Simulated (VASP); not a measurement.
Write the native input for VASP 6.6.1 that does the following.

```yaml
Task: relaxation of cell and atoms
Functional: PBE
Potentials_or_basis: VASP PAW PBE potentials, release 64 (Hf_pv, Bi_d, O)
Cutoff: 600 eV
k_mesh: 6 × 6 × 2
Occupations: gaussian, width 0.2 eV
Spin: no spin polarisation
Dipole_correction: no
Further_INCAR_settings: ALGO = Normal; EDIFF = 1e-06; IBRION = 2; EDIFFG = -0.08; NSW = 36; ISIF = 3
```

The structure of HfBiO6 lies in POSCAR:

```
HfBiO6
1.0
    3.3000000000      0.0000000000      0.0000000000
   -1.6500000000      2.8578838300      0.0000000000
    0.0000000000      0.0000000000     12.2000000000
Hf Bi O
1 1 6
Direct
    0.0000000000      0.0000000000      0.0000000000
    0.0000000000      0.0000000000      0.3810000000
    0.3333333300      0.6666666700      0.4670000000
    0.6666666700      0.3333333300      0.2950000000
    0.0000000000      0.0000000000      0.6400000000
    0.0000000000      0.0000000000      0.7460000000
    0.3333333300      0.6666666700      0.0820000000
    0.6666666700      0.3333333300      0.9180000000
```

The input as run:

INCAR

```
ALGO = Normal
EDIFF = 1E-6
EDIFFG = -0.08
ENCUT = 600
GGA = PE
IBRION = 2
ISIF = 3
ISMEAR = 0
LASPH = True
LCHARG = False
LREAL = False
LWAVE = False
NELM = 100
NSW = 36
PREC = Accurate
SIGMA = 0.2
```

KPOINTS

```
k-points
0
Gamma
  6 6 2
```

Potentials or basis: VASP PAW PBE potentials, release 64 (Hf_pv, Bi_d, O).

Command:

```bash
$ cat potpaw_PBE.64/Hf_pv/POTCAR potpaw_PBE.64/Bi_d/POTCAR potpaw_PBE.64/O/POTCAR > POTCAR
$ mpirun -np 1 vasp_std > vasp.out
```

It gave:

- Relaxed volume: 16.96 Å³/atom
- Relaxed cell: a = 3.359 Å, b = 3.359 Å, c = 13.882 Å, α = 90.00°, β = 90.00°, γ = 120.00°
- Space group after relaxing (to 0.1 Å): P3m1 (No. 156)
- Pressure after relaxing: 0.1 GPa
- Largest force after relaxing: 0.075 eV/Å
- Band gap on the k mesh: zero (an odd number of electrons rules out a gap without spin polarisation)

Caveat: the k points lie up to 0.36 Å⁻¹ apart in the final cell, too coarse for converged energies and pressures of a metal; the volume moved by over 15 % at a fixed basis, so the end points are rough; spin-orbit coupling is left out, which moves the levels of the heavy elements; an odd number of electrons without spin polarisation forces a metal; a magnetic or distorted state may lie lower; the relaxation stopped at a loose force limit of 0.08 eV/Å, so its end isn't a converged minimum.

It took 26 min on 1 thread of Intel(R) Xeon(R) Platinum 8488C (Sapphire Rapids) (shared host), peak memory 0.32 GiB.
